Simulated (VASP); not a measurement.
A run of VASP 6.6.1:

Contents of INCAR:

```
PREC     = Accurate       # precision mode
ENCUT    = 520            # plane-wave cutoff, eV
EDIFF    = 1E-6           # SCF threshold, eV
ISMEAR   = 0              # smearing method
SIGMA    = 0.15           # smearing width, eV
LREAL    = F              # projectors in reciprocal space
LASPH    = T              # aspherical terms in the spheres
NELM     = 100            # most SCF steps
ALGO     = Fast           # electronic algorithm
ISIF     = 2              # what is computed and relaxed
LWAVE    = F              # write WAVECAR
LCHARG   = F              # write CHGCAR
GGA      = PS             # functional
NBANDS   = 22             # bands
```

File KPOINTS:

```
regular mesh
0
Gamma
  12 12 4
```

The input POSCAR:

```
Bi
1.0
    4.5390002997      0.0000000000      0.0000000000
   -2.2695001499      3.6950361933      0.0000000000
    0.0000000000      0.0000000000     11.8290000000
Bi
2
Direct
    0.3333333333      0.6666666667      0.2500000000
    0.6666666667      0.3333333333      0.7500000000
```

Potentials or basis: VASP PAW PBE potentials, release 64 (Bi_d).

Launch:

```console
$ cat potpaw_PBE.64/Bi_d/POTCAR > POTCAR
$ mpirun -np 1 vasp_std > vasp.out
```

Hardware: 1 thread of Oxide Virtual Turin-like Processor (shared host).

Question: Estimate the wall time of this run.

Answer: Wall time 9.6 min on 1 thread of Oxide Virtual Turin-like Processor, on a shared host, peak memory 0.58 GiB. Counts: scf iterations 13, k points 129.
